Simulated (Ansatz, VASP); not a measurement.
## SiO2 in VASP and in Ansatz

```
Si O
1.0
     3.85590    0.00000    0.00000
     0.00000    3.85590    0.00000
     0.00000    0.00000    2.51527
Si O
2 4
Direct
  0.00000 0.00000 0.00000
  0.50000 0.50000 0.50000
  0.30070 0.30070 0.00000
  0.69930 0.69930 0.00000
  0.80070 0.19930 0.50000
  0.19930 0.80070 0.50000
```

Change from the starting cell: volume scaled by 0.8, PAW files.

Alike in both runs: task single point; functional r2SCAN; k mesh 8 × 8 × 11; occupations fermi-dirac, width 0.08 eV; no spin polarisation.

|  | VASP | Ansatz |
| --- | --- | --- |
| version | VASP 6.6.1 | Ansatz 0.2.0 |
| potentials or method | VASP PAW PBE potentials, release 64 (Si, O) | PAW with Ansatz's default frozen-core files, scalar-relativistic |
| plane-wave cutoff (eV) | 520 | 500 |
| valence electrons in the cell | 32 | 32 |

```csv
,VASP,Ansatz,Ansatz less VASP
gap on the k mesh at the Fermi level (eV),8.03,8.07,+0.039
pressure (GPa),114.4,112.8,-1.53
"traceless stress, the component that is largest in VASP (GPa)",0.73,-0.02,-0.741
rms of the force components (eV/Å),0.008,0.000,-0.0077
```

VASP's potentials were made for PBE, not for r2SCAN. Atom by atom the forces differ by 0.008 eV/Å (rms over components). Both programs put the cell under a high pressure, so it lies far from rest at this level.

Noted on VASP's run: the cell as given lies far from equilibrium.
